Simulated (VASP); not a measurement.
HfB2:

```xyz
3
Lattice="3.1400 0.0000 0.0000 -1.5700 2.7193 0.0000 0.0000 0.0000 3.4800" Properties=species:S:1:pos:R:3 pbc="T T T"
Hf    0.0000    0.0000    0.0000
B     0.0000    1.8129    1.7400
B     1.5700    0.9064    1.7400
```

| Item | Value |
| --- | --- |
| Program | VASP 6.6.1 |
| Task | relaxation of cell and atoms |
| Functional | revPBE |
| Dispersion | D3(BJ) |
| Potentials or basis | VASP PAW PBE potentials, release 64 (Hf_pv, B) |
| Cutoff | 600 eV |
| k mesh | 12 × 12 × 10 |
| Occupations | fermi-dirac, width 0.1 eV |
| Spin | no spin polarisation |

At the start: pressure -7.3 GPa; volume 9.90 Å³/atom.

Question: How do energy, volume and symmetry change on relaxing?

Answer: Over 8 steps the energy falls by 6.6 meV/atom and the volume is 9.62 Å³/atom (-2.8 %); space group P6/mmm (No. 191, to 0.1 Å) before and after.

The path:
```tsv
step	energy change (eV)	largest force (eV/Å)	pressure (GPa)	volume (Å³)
1	0.0000	0.0000	-7.28	29.71
2	0.0144	0.0000	10.68	27.82
3	-0.0197	0.0000	-0.06	28.88
4	-0.0197	0.0000	0.09	28.86
5	-0.0197	0.0000	0.11	28.86
6	-0.0197	0.0000	0.11	28.86
7	-0.0197	0.0000	-0.11	28.88
8	-0.0197	0.0000	-0.03	28.87
```

Final structure:
```cif
data_structure
_symmetry_space_group_name_H-M 'P 1'
_symmetry_Int_Tables_number 1
_cell_length_a 3.1108
_cell_length_b 3.1108
_cell_length_c 3.4448
_cell_angle_alpha 90.000
_cell_angle_beta 90.000
_cell_angle_gamma 120.000
_cell_volume 28.87
loop_
_atom_site_label
_atom_site_type_symbol
_atom_site_fract_x
_atom_site_fract_y
_atom_site_fract_z
_atom_site_occupancy
Hf1 Hf 0.00000 0.00000 0.00000 1
B1 B 0.33333 0.66667 0.50000 1
B2 B 0.66667 0.33333 0.50000 1
```

Caveat: the PAW data sets were made with another functional, which shifts forces and pressure a little.
